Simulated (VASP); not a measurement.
# VN2 (Ibam) in VASP: notebook

Runs on VN2. Level: PBEsol. Tasks: single point.

Everything below comes from runs of VASP 6.6.1. Logs are shortened: lines on timing, memory, paths and dates and some standing lists are left out, and cuts for length are marked.

## 1. The cell of the first run

It takes space group Ibam (No. 72, orthorhombic). The conventional cell has a = 4.186 Å, b = 4.335 Å, c = 4.911 Å, α = 90.00°, β = 90.00°, γ = 90.00°. V (site symmetry 222) has 16 N at 2.09 to 2.97 Å and 6 V at 2.46 to 3.01 Å within 3.1 Å. Within 1.8 Å of N (site symmetry m) lie 1 N at 1.38 Å.

## 2. Single point, PBEsol (strain +0.0175 x Voigt [1, -1, 0, 0, 0, 0])

INCAR reads:

```
PREC     = Accurate       # precision mode
ENCUT    = 520            # plane-wave cutoff, eV
EDIFF    = 1E-6           # SCF threshold, eV
ISMEAR   = 0              # smearing method
SIGMA    = 0.15           # smearing width, eV
LREAL    = False          # projectors in reciprocal space
LASPH    = True           # aspherical terms in the spheres
NELM     = 100            # most SCF steps
ALGO     = Normal         # electronic algorithm
ISIF     = 2              # what is computed and relaxed
LWAVE    = False          # write WAVECAR
LCHARG   = False          # write CHGCAR
GGA      = PS             # functional
NBANDS   = 32             # bands
```

KPOINTS reads:

```
regular mesh
0
Gamma
  16 16 16
```

POSCAR reads:

```
VN2
1.0
   -2.1676032501      2.0930419589      2.4552814625
    2.1676032501     -2.0930419589      2.4552814625
    2.1676032501      2.0930419589     -2.4552814625
V N
2 4
Direct
    0.2500000000      0.2500000000      0.0000000000
    0.7500000000      0.7500000000      0.0000000000
    0.1142608421      0.6142608421      0.7285216842
    0.6142608421      0.8857391579      0.5000000000
    0.8857391579      0.3857391579      0.2714783158
    0.3857391579      0.1142608421      0.5000000000
```

Potentials or basis: VASP PAW PBE potentials, release 64 (V_sv, N).

Launch:

```sh
$ cat potpaw_PBE.64/V_sv/POTCAR potpaw_PBE.64/N/POTCAR > POTCAR
$ mpirun -np 1 vasp_std > vasp.out
```

OUTCAR:

```text
PREC = Accurate
   ENCUT = 520
   EDIFF = 1E-6
   ISMEAR = 0
   LREAL = False
   LASPH = True
   NELM = 100
   ISIF = 2
   GGA = PS

 ion  position               nearest neighbor table
   1  0.250  0.250  0.000-   5 2.09   6 2.09   4 2.09   3 2.09   3 2.13   4 2.13   6 2.13   5 2.13
                             2 2.46   2 2.46
   2  0.750  0.750  0.000-   3 2.09   4 2.09   6 2.09   5 2.09   5 2.13   6 2.13   4 2.13   3 2.13
                             1 2.46   1 2.46
   3  0.114  0.614  0.729-   5 1.38   2 2.09   1 2.09   1 2.13   2 2.13
   4  0.614  0.886  0.500-   6 1.38   2 2.09   1 2.09   2 2.13   1 2.13
   5  0.886  0.386  0.271-   3 1.38   1 2.09   2 2.09   2 2.13   1 2.13
   6  0.386  0.114  0.500-   4 1.38   1 2.09   2 2.09   1 2.13   2 2.13

  LATTYP: Found a body centered orthorhombic cell.
 ALAT       =     4.1860839178
 B/A-ratio  =     1.0356234097
 C/A-ratio  =     1.1730684385

  Lattice vectors:

 A1 = (   2.1676032501,  -2.0930419589,  -2.4552814625)
 A2 = (  -2.1676032501,   2.0930419589,  -2.4552814625)
 A3 = (   2.1676032501,   2.0930419589,   2.4552814625)

Analysis of symmetry for initial positions (statically):
=====================================================================
 Subroutine PRICEL returns:
 Original cell was already a primitive cell.

 Routine SETGRP: Setting up the symmetry group for a
 body centered orthorhombic supercell.

 Subroutine GETGRP returns: Found  8 space group operations
 (whereof  4 operations were pure point group operations)
 out of a pool of  8 trial point group operations.

The static configuration has the point symmetry C_2h.
 The point group associated with its full space group is D_2h.

Analysis of symmetry for dynamics (positions and initial velocities):
=====================================================================
 Subroutine PRICEL returns:
 Original cell was already a primitive cell.

 Routine SETGRP: Setting up the symmetry group for a
 body centered orthorhombic supercell.

 Subroutine GETGRP returns: Found  8 space group operations
 (whereof  4 operations were pure point group operations)
 out of a pool of  8 trial point group operations.

The dynamic configuration has the point symmetry C_2h.
 The point group associated with its full space group is D_2h.

 Subroutine INISYM returns: Found  8 space group operations
 (whereof  4 operations are pure point group operations),
 and found     1 'primitive' translations

[... 104 lines left out ...]
   EDIFFG = 0.1E-04   stopping-criterion for IOM
   NSW    =      0    number of steps for IOM
   IBRION =     -1    ionic relax: 0-MD 1-quasi-New 2-CG
   NFREE  =      0    steps in history (QN), initial steepest desc. (CG)
   ISIF   =      2    stress and relaxation
   ISYM   =      2    0-nonsym 1-usesym 2-fastsym
   POTIM  = 0.5000    time-step for ionic-motion
   TEBEG  =    0.0;   TEEND  =   0.0 temperature during run
   PSTRESS=    0.0 pullay stress
   NELECT =      46.0000    total number of electrons
   NUPDOWN=      -1.0000    fix difference up-down
   EMIN   =  10.00;   EMAX   =-10.00  energy-range for DOS
   EFERMI =   0.00;   METHOD = LEGACY
   ISMEAR =     0;   SIGMA  =   0.15  broadening in eV -4-tet -1-fermi 0-gaus
   EFERMI_NEDOS =   21; number of points for ismear=-14 and -15
   IALGO  =     38    algorithm
   IMIX   =      4    mixing-type and parameters
     AMIX     =   0.40;   BMIX     =  1.00
     AMIX_MAG =   1.60;   BMIX_MAG =  1.00
  volume/ion in A,a.u.               =       7.43        50.11
  Fermi-wavevector in a.u.,A,eV,Ry     =   1.654580  3.126703 37.247786  2.737635
  Thomas-Fermi vector in A             =   2.742823
   LORBIT       =      0    0 simple, 1 ext, 2 COOP (PROOUT), +10 PAW based schemes
   GGA     = PS    functional components
   LHFCALC =     F    Hartree Fock is set to
   AEXX    =    0.0000 exact exchange contribution
   IVDW    =     0    specifies the selected vdW correction
   LEPSILON=     F    determine dielectric tensor
   LRPA    =     F    only Hartree local field effects (RPA)
 non-spin polarized calculation
 Gauss-broadening in eV      SIGMA  =   0.15
  energy-cutoff  :      520.00
  volume of cell :       44.56
 maximum number of plane-waves:      1214
 NGX is ok and might be reduce to    30
   NGX = 15   NGY = 15   NGZ = 15

 number of electron      46.0000001 magnetization

 Free energy of the ion-electron system (eV)
  ---------------------------------------------------
  ext. energy  EPLUGINS =         0.00000000
  ---------------------------------------------------
  free energy    TOTEN  =       -56.95169990 eV

  energy without entropy =      -56.92566598  energy(sigma->0) =      -56.93868294

 E-fermi :  11.9030     XC(G=0): -14.0798

 val. band max:       11.9022335175   @ k =  -0.3125   0.3750   0.0000
 cond. band min:      11.9047308640   @ k =   0.4375  -0.3750   0.3125
 fundamental gap:      0.0024973465
 Fermi energy:        11.9030204899

 k-point     1 :       0.0000    0.0000    0.0000
  band No.  band energies     occupation
      1     -53.4567      2.00000
      2     -53.2631      2.00000
      3     -27.7316      2.00000
      4     -27.4453      2.00000
      5     -27.4295      2.00000
      6     -27.3973      2.00000
[... 829 lines left out ...]
     31      14.6570      0.00000
     32      16.3613      0.00000

 [... further k-points ...]

------------------------ aborting loop because EDIFF is reached ----------------------------------------

  FORCE on cell =-STRESS in cart. coord.  units (eV):
  Direction    XX          YY          ZZ          XY          YZ          ZX
  --------------------------------------------------------------------------------------
  -------------------------------------------------------------------------------------
  Total       -2.0890162      2.8423315      0.3261936     -0.0000000      0.0000000      0.0000000
  in kB      -75.1161611    102.2036254     11.7291644     -0.0000000      0.0000000      0.0000000
  external PRESSURE =      12.9388762 kB  Pullay stress =       0.0000000 kB

 VOLUME and BASIS-vectors are now :
 -----------------------------------------------------------------------------
  energy-cutoff  :      520.00
  volume of cell :       44.56
      direct lattice vectors                 reciprocal lattice vectors
    -2.167603250  2.093041959  2.455281462     0.000000000  0.238886754  0.203642640
     2.167603250 -2.093041959  2.455281462     0.230669519  0.000000000  0.203642640
     2.167603250  2.093041959 -2.455281462     0.230669519  0.238886754  0.000000000

 POSITION                                       TOTAL-FORCE (eV/Angst)
 -----------------------------------------------------------------------------------
      0.00000      0.00000      1.22764        -0.000000      0.000000      0.000000
      0.00000      0.00000      3.68292        -0.000000      0.000000      0.000000
      2.66295      0.47831      0.00000        -0.078490      0.189750      0.000000
      1.67226      0.47831      2.45528         0.078490      0.189750      0.000000
     -0.49534      1.61474      2.45528         0.078490     -0.189750     -0.000000
      0.49534      1.61474      0.00000        -0.078490     -0.189750     -0.000000
 -----------------------------------------------------------------------------------
    total drift:                                0.000000     -0.000000      0.000000

  FREE ENERGIE OF THE ION-ELECTRON SYSTEM (eV)
  ---------------------------------------------------
  free  energy   TOTEN  =       -56.9516999022 eV

  energy  without entropy=      -56.9256659799  energy(sigma->0) =      -56.93868294
```

OSZICAR:

```text
N       E                     dE             d eps       ncg     rms          rms(c)
DAV:   1     0.571906558952E+03    0.57191E+03   -0.26281E+04 39824   0.164E+03
DAV:   2    -0.263671567218E+02   -0.59827E+03   -0.55642E+03 44360   0.516E+02
DAV:   3    -0.678042492474E+02   -0.41437E+02   -0.40349E+02 43824   0.143E+02
DAV:   4    -0.687196859166E+02   -0.91544E+00   -0.91036E+00 51048   0.199E+01
DAV:   5    -0.687345707088E+02   -0.14885E-01   -0.14877E-01 44616   0.235E+00    0.453E+01
DAV:   6    -0.631989764088E+02    0.55356E+01   -0.75076E+01 47744   0.764E+01    0.243E+01
DAV:   7    -0.579476668720E+02    0.52513E+01   -0.32961E+01 43200   0.621E+01    0.188E+01
DAV:   8    -0.569417757829E+02    0.10059E+01   -0.35443E+00 41192   0.183E+01    0.273E+00
DAV:   9    -0.569576330485E+02   -0.15857E-01   -0.19636E-01 48744   0.289E+00    0.938E-01
DAV:  10    -0.569523052691E+02    0.53278E-02   -0.13687E-02 40368   0.120E+00    0.323E-01
DAV:  11    -0.569517617369E+02    0.54353E-03   -0.17441E-03 49928   0.358E-01    0.131E-01
DAV:  12    -0.569517186076E+02    0.43129E-04   -0.39385E-04 41832   0.172E-01    0.479E-02
DAV:  13    -0.569517115675E+02    0.70400E-05   -0.13335E-04 40544   0.132E-01    0.439E-02
DAV:  14    -0.569517001471E+02    0.11420E-04   -0.24193E-05 41008   0.592E-02    0.575E-03
DAV:  15    -0.569516999022E+02    0.24484E-06   -0.98990E-07 25984   0.853E-03
   1 F= -.56951700E+02 E0= -.56938683E+02  d E =-.260339E-01
```

stdout:

```text
POSCAR found type information on POSCAR V N
 POSCAR found :  2 types and       6 ions
 scaLAPACK will be used
 -----------------------------------------------------------------------------
|                                                                             |
|                                                                             |
|     You enforced a specific xc type in the INCAR file but a different       |
|     I HOPE YOU KNOW WHAT YOU ARE DOING!                                     |
|                                                                             |
 -----------------------------------------------------------------------------

 LDA part: xc-table for (Slater+PW92), standard interpolation
 POSCAR, INCAR and KPOINTS ok, starting setup
 FFT: planning ... GRIDC
 FFT: planning ... GRID_SOFT
 FFT: planning ... GRID
 WAVECAR not read
 entering main loop
```

Wall time 6 min (1 thread of Intel Xeon 6975P-C (Granite Rapids), shared host); peak memory 0.71 GiB.

Results:

| Quantity | Value |
| --- | --- |
| Free energy | -56.9517 eV |
| Pressure | 1.3 GPa |
| Largest force | 0.205 eV/Å |
| Band gap on the k mesh | zero (bands 23 and 24 overlap by 0.49 eV) |

Forces in eV/Å, atoms in the order of the input:
```
V    0.000  0.000  0.000
V    0.000  0.000  0.000
N   -0.078  0.190  0.000
N    0.078  0.190  0.000
N    0.078 -0.190  0.000
N   -0.078 -0.190  0.000
```

Caveat: the cell differs from its parent crystal (strain +0.0175 x Voigt [1, -1, 0, 0, 0, 0]); the PAW data sets were made with another functional, which shifts forces and pressure a little; the run has no spin polarisation, though such a crystal can be magnetic.

## 3. Single point, PBEsol (strain -0.0200 x Voigt [1, -1, 0, 0, 0, 0])

INCAR reads:

```
SYSTEM = VN2
ALGO     = Normal         ! electronic algorithm
EDIFF    = 1E-6           ! SCF threshold, eV
ENCUT    = 520            ! plane-wave cutoff, eV
GGA      = PS             ! functional
ISIF     = 2              ! what is computed and relaxed
ISMEAR   = 0              ! smearing method
LASPH    = .TRUE.         ! aspherical terms in the spheres
LCHARG   = .TRUE.         ! write CHGCAR
LELF     = .TRUE.         ! ELF
LREAL    = .FALSE.        ! projectors in reciprocal space
LVHAR    = .TRUE.       
LWAVE    = .FALSE.        ! write WAVECAR
NBANDS   = 32             ! bands
NELM     = 60             ! most SCF steps
PREC     = Accurate       ! precision mode
SIGMA    = 0.15           ! smearing width, eV
```

KPOINTS reads:

```
k-points
0
G
  16 16 16
  0 0 0
```

Changes to POSCAR since step 2:

```diff
@@ -2,5 +2,5 @@
 1.0
-   -2.1676032501      2.0930419589      2.4552814625
-    2.1676032501     -2.0930419589      2.4552814625
-    2.1676032501      2.0930419589     -2.4552814625
+   -2.0877161524      2.1729290566      2.4552814625
+    2.0877161524     -2.1729290566      2.4552814625
+    2.0877161524      2.1729290566     -2.4552814625
 V N
```

Potentials or basis: VASP PAW PBE potentials, release 64 (V_sv, N).

Launch:

```sh
$ cat potpaw_PBE.64/V_sv/POTCAR potpaw_PBE.64/N/POTCAR > POTCAR
$ mpirun -np 1 vasp_std > vasp.out
```

It took 7.7 min on 1 thread of Intel Xeon 6975P-C (Granite Rapids), shared host; peak memory 0.71 GiB.

Results (log left out):

- Free energy: -56.9384 eV
- Pressure: 1.4 GPa
- Largest force: 0.229 eV/Å
- Band gap on the k mesh: zero (bands 23 and 24 overlap by 0.49 eV)

Forces on the atoms (eV/Å):
```
V    0.000  0.000  0.000
V    0.000  0.000  0.000
N    0.207 -0.099  0.000
N   -0.207 -0.099  0.000
N   -0.207  0.099  0.000
N    0.207  0.099  0.000
```

Stress tensor (GPa, compression positive):
```
11.59  0.00  0.00
 0.00 -8.66  0.00
 0.00  0.00  1.32
```

Levels at points of the mesh, in eV from the Fermi level:
| k point | band 19 | band 20 | band 21 | band 22 | band 23 | band 24 | band 25 | band 26 | band 27 | band 28 |
| --- | --- | --- | --- | --- | --- | --- | --- | --- | --- | --- |
| (0.00, 0.00, 0.00) | -3.33 | -3.24 | -2.96 | -2.63 | -2.43 | 0.81 | 0.95 | 0.97 | 1.44 | 2.05 |
| (0.50, 0.00, 0.00) | -3.60 | -3.60 | -3.27 | -3.27 | 0.25 | 0.25 | 0.84 | 0.84 | 1.09 | 1.09 |
| (0.00, 0.50, 0.00) | -3.43 | -3.43 | -3.32 | -3.32 | 0.08 | 0.08 | 0.75 | 0.75 | 1.17 | 1.17 |
| (0.50, 0.50, 0.00) | -5.10 | -4.78 | -2.90 | -2.74 | -1.38 | 0.04 | 0.85 | 1.18 | 1.98 | 2.30 |
| (0.50, 0.50, 0.50) | -4.86 | -2.21 | -2.15 | -0.28 | -0.20 | -0.16 | -0.02 | 0.02 | 1.63 | 2.01 |

Caveat: the cell differs from its parent crystal (strain -0.0200 x Voigt [1, -1, 0, 0, 0, 0]); the PAW data sets were made with another functional, which shifts forces and pressure a little; the run has no spin polarisation, though such a crystal can be magnetic.
